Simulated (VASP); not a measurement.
Set up this calculation in VASP 6.6.1, as the native input.

```yaml
Task: single point
Functional: PBE
Potentials_or_basis: VASP PAW PBE potentials, release 64 (Ga_d, As)
Cutoff: 500 eV
k_mesh: 6 × 6 × 4
Occupations: gaussian, width 0.1 eV
Spin: no spin polarisation
Dipole_correction: no
Further_INCAR_settings: ALGO = Normal; EDIFF = 1e-06; NBANDS = 26
```

The structure of GaAs lies in POSCAR:

```
GaAs
1.0
    3.6518093000      0.0000000000      0.0000000000
   -1.8259046500      3.1625596200      0.0000000000
    0.0000000000      0.0000000000      6.0166831200
Ga As
2 2
Direct
    0.0000000000      0.0000000000      0.0000000000
    0.0000000000      0.0000000000      0.5000000000
    0.3333333300      0.6666666700      0.7500000000
    0.6666666700      0.3333333300      0.2500000000
```

These files were run (other wordings do the same):

INCAR

```
  PREC = Accurate
  ENCUT = 500
  EDIFF = 1E-6
  ISMEAR = 0
  SIGMA = 0.1
  LREAL = F
  LASPH = T
  NELM = 120
  ALGO = Normal
  ISIF = 2
  LWAVE = F
  LCHARG = F
  GGA = PE
  NBANDS = 26
  GGA_COMPAT = F
```

KPOINTS

```
Automatic mesh
0
Gamma
  6 6 4
```

Potentials or basis: VASP PAW PBE potentials, release 64 (Ga_d, As).

Command:

```bash
$ cat potpaw_PBE.64/Ga_d/POTCAR potpaw_PBE.64/As/POTCAR > POTCAR
$ mpirun -np 1 vasp_std > vasp.out
```

Results of the run:

```yaml
Pressure: 13.2 GPa
Band_gap_on_the_k_mesh: zero (band 18 reaches 7.22 eV, above the bottom of band 19 at 3.21 eV)
```

Run time: 36 s on 1 thread of AMD EPYC 9R45 (Zen 5), with other jobs on the host, peak memory 0.16 GiB.
